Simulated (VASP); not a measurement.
A run of VASP 6.6.1:

The input INCAR:

```
SYSTEM = P
PREC = Accurate ; ENCUT = 520
EDIFF = 1E-6 ; ISMEAR = 0
SIGMA = 0.05 ; LREAL = .False.
LASPH = .True. ; NELM = 80
ALGO = Normal ; ISIF = 2
LWAVE = .False. ; LCHARG = .False.
LDIPOL = .True. ; IDIPOL = 3
DIPOL = 0.5 0.5 0.370 ; GGA = PE
IVDW = 12 ; NBANDS = 18
```

Contents of KPOINTS:

```
regular mesh
0
Gamma
  9 9 1
  0 0 0
```

The input POSCAR:

```
P
1.0
    3.2540552129      0.0000000000      0.0000000000
   -1.6270276064      2.8180944797      0.0000000000
    0.0000000000      0.0000000000     19.9904919088
P
4
Direct
    0.3333333333      0.6666666667      0.2873989285
    0.6666666667      0.3333333333      0.2251070169
    0.0000000000      1.1666666667      0.5152695569
    0.3333333333      0.8333333333      0.4529776454
```

Potentials or basis: VASP PAW PBE potentials, release 64 (P).

Run with:

```bash
$ cat potpaw_PBE.64/P/POTCAR > POTCAR
$ mpirun -np 1 vasp_std > vasp.out
```

Hardware: 1 thread of Intel(R) Xeon(R) 6975P-C (Granite Rapids) (shared host).

Problem. How long does it take, and how much memory?

Solution. Run time: 62 s on 1 thread of Intel(R) Xeon(R) 6975P-C (Granite Rapids), on a shared host, peak memory 0.31 GiB. Counts: scf iterations 20, k points 41.
